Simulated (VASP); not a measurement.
Write the native input for VASP 6.6.1 that does the following.

| Item | Value |
| --- | --- |
| Task | relaxation of cell and atoms |
| Functional | PBE |
| Dispersion | D3(BJ) |
| Potentials or basis | VASP PAW PBE potentials, release 64 (As) |
| Cutoff | 600 eV |
| k mesh | 12 × 12 × 12 |
| Occupations | gaussian, width 0.1 eV |
| Spin | no spin polarisation |
| Dipole correction | no |
| Further INCAR settings | ALGO = Normal; EDIFF = 1e-07; IBRION = 2; EDIFFG = -0.005; NSW = 100; ISIF = 3 |

The structure of As lies in POSCAR:

```
As
1.0
    1.8807968987      1.0858785957      3.5140619945
   -1.8807968987      1.0858785957      3.5140619945
    0.0000000000     -2.1717571915      3.5140619945
As
2
Direct
    0.7740000000      0.7740000000      0.7740000000
    0.2260000000      0.2260000000      0.2260000000
```

The input as run:

INCAR

```
PREC = Accurate
ENCUT = 600
EDIFF = 1E-7
ISMEAR = 0
SIGMA = 0.1
LREAL = F
LASPH = T
NELM = 100
ALGO = Normal
ISIF = 3
LWAVE = F
LCHARG = F
GGA = PE
IVDW = 12
IBRION = 2
NSW = 100
EDIFFG = -0.005
```

KPOINTS

```
Automatic mesh
0
Gamma
  12 12 12
```

Potentials or basis: VASP PAW PBE potentials, release 64 (As).

Run with:

```sh
$ cat potpaw_PBE.64/As/POTCAR > POTCAR
$ mpirun -np 1 vasp_std > vasp.out
```

It gave:

| Item | Value |
| --- | --- |
| Relaxed volume | 20.89 Å³/atom |
| Relaxed cell | a = 4.010 Å, b = 4.010 Å, c = 4.010 Å, α = 56.40°, β = 56.40°, γ = 56.40° |
| Space group after relaxing (to 0.05 Å) | R-3m (No. 166) |
| Energy gained by relaxing | 12.3 meV/atom |
| Ionic steps | 12 |
| Pressure after relaxing | 0.0 GPa |
| Band gap on the k mesh | zero (band 5 reaches 5.80 eV, above the bottom of band 6 at 5.45 eV) |
| Dispersion energy per atom | -0.433 eV |

Caveat: pairwise dispersion overbinds metals, which lowers pressure and volume.

Wall time 20 min on 1 thread of AMD EPYC 7R13, with other jobs on the host, peak memory 0.25 GiB.
